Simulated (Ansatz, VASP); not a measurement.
**Two plane-wave programs on Si3N4**

```
Si N
1.0
     7.37749    0.00000    0.00000
    -3.68875    6.38910    0.00000
     0.00000    0.00000    2.81848
Si N
6 8
Direct
  0.23628 0.82986 0.75000
  0.40643 0.23628 0.25000
  0.82986 0.59357 0.25000
  0.17014 0.40643 0.75000
  0.59357 0.76372 0.75000
  0.76372 0.17014 0.25000
  0.33333 0.66667 0.75000
  0.66667 0.33333 0.25000
  0.97413 0.67105 0.75000
  0.30309 0.97413 0.25000
  0.67105 0.69691 0.25000
  0.32895 0.30309 0.75000
  0.02587 0.32895 0.25000
  0.69691 0.02587 0.75000
```

Change from the starting cell: hydrostatic strain -3.0%.

Alike in both runs: task single point; functional PBE; k mesh 6 × 6 × 8; occupations fermi-dirac, width 0.02 eV; no spin polarisation.

|  | VASP | Ansatz |
| --- | --- | --- |
| version | VASP 6.6.1 | Ansatz 0.2.0 |
| potentials or method | VASP PAW PBE potentials, release 64 (Si, N) | plane waves, PAW |
| plane-wave cutoff (eV) | 520 | 420 |
| valence electrons in the cell | 64 | 64 |

```csv
,VASP,Ansatz,Ansatz less VASP
gap on the k mesh at the Fermi level (eV),4.69,4.70,+0.013
pressure (GPa),33.1,33.3,+0.26
"traceless stress, the component that is largest in VASP (GPa)",1.41,1.45,+0.043
rms of the force components (eV/Å),0.031,0.032,+0.0010
```

Atom by atom the forces differ by 0.002 eV/Å (rms over components). Both programs put the cell under a high pressure, so it lies far from rest at this level.
